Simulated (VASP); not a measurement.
Runs of VASP 6.6.1 on HfN. The structure is that of space group Fm-3m (No. 225), or close to it. The cells are those of the table. 

```tsv
cell	gap on the mesh (eV)	pressure (GPa)	largest force (eV/Å)
a = 3.330, b = 3.216 Å, angles 61.1, 57.7, 61.1°, 2 atoms	none	-15.1	0.19
a = 3.178, b = 3.216 Å, angles 59.6, 60.8, 59.6°, 2 atoms	none	6.2	1.47
a = 3.216 Å, angles 60.0°, 2 atoms	none	(b)	(c)
a = 3.253, b = 3.216 Å, angles 60.4, 59.2, 60.4°, 2 atoms	none	-7.0	0.70
a = 3.292, b = 3.216 Å, angles 60.8, 58.5, 60.8°, 2 atoms	none	-11.9	(a)
```

Alike in all rows: task single point; level PBE; potentials or basis VASP PAW PBE potentials, release 64 (Hf_pv, N); no spin polarisation; k mesh 16 × 16 × 16; cutoff (eV) 520; smearing gaussian 0.15 eV.

Task: Fill in the values left out.

Result: (a) 0.13; (b) -2.3; (c) 0.23.

Caveats: spin-orbit coupling is left out, which moves the levels of the heavy elements; forces of over 1 eV/Å act on the atoms, so gaps and moduli don't describe the material at rest (some runs).

A k mesh can miss the band edges, and the runs leave out spin-orbit coupling on Hf.

A gap of «none» marks levels without a gap at the run's occupations.
